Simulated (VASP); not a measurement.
InGaP2:

```xyz
4
Lattice="3.8448 0.0000 0.0000 0.0000 3.8448 0.0000 0.0000 0.0000 5.4374" Properties=species:S:1:pos:R:3 pbc="T T T"
Ga    0.0000    0.0000    0.0000
P     0.0000    1.9224    1.3593
P     1.9224    0.0000    4.0780
In    1.9224    1.9224    2.7187
```

| Quantity | Value |
| --- | --- |
| Program | VASP 6.6.1 |
| Task | relaxation of cell and atoms |
| Functional | PBE |
| Potentials or basis | VASP PAW PBE potentials, release 64 (Ga_d, P, In_d) |
| Cutoff | 600 eV |
| k mesh | 6 × 6 × 4 |
| Occupations | fermi-dirac, width 0.02 eV |
| Spin | no spin polarisation |

At the start: pressure 16.7 GPa; volume 20.09 Å³/atom.

Q: How do energy, volume and symmetry change on relaxing?

A: Over 14 steps the energy falls by 210.6 meV/atom and the volume is 23.54 Å³/atom (+17.2 %); space group P-4m2 (No. 115, to 0.05 Å).

Step by step:
| step | energy change (eV) | largest force (eV/Å) | pressure (GPa) | volume (Å³) |
| --- | --- | --- | --- | --- |
| 1 | 0.0000 | 2.2189 | 16.71 | 80.38 |
| 2 | -0.5438 | 0.0437 | -6.33 | 107.30 |
| 3 | -0.8107 | 0.5468 | -0.83 | 95.72 |
| 4 | -0.8108 | 0.5693 | -0.58 | 95.40 |
| 5 | -0.8351 | 0.2821 | -0.14 | 94.48 |
| 6 | -0.8415 | 0.0129 | 0.35 | 93.65 |
| 7 | -0.8416 | 0.0316 | 0.35 | 93.71 |
| 8 | -0.8421 | 0.0195 | -0.17 | 94.38 |
| 9 | -0.8422 | 0.0044 | 0.00 | 94.18 |
| 10 | -0.8422 | 0.0058 | -0.03 | 94.20 |
| 11 | -0.8422 | 0.0054 | 0.02 | 94.19 |
| 12 | -0.8423 | 0.0051 | 0.02 | 94.17 |
| 13 | -0.8423 | 0.0051 | 0.00 | 94.17 |
| 14 | -0.8423 | 0.0050 | 0.01 | 94.17 |

Final structure:
```xyz
4
Lattice="4.0435 0.0000 0.0000 0.0000 4.0435 0.0000 0.0000 0.0000 5.7596" Properties=species:S:1:pos:R:3 pbc="T T T"
Ga    0.0000    0.0000    0.0000
P     0.0000    2.0217    1.3198
P     2.0217    0.0000    4.4398
In    2.0217    2.0217    2.8798
```

Caveat: the volume moved by over 15 % at a fixed basis, so the end points are rough; spin-orbit coupling is left out, which moves the levels of the heavy elements.
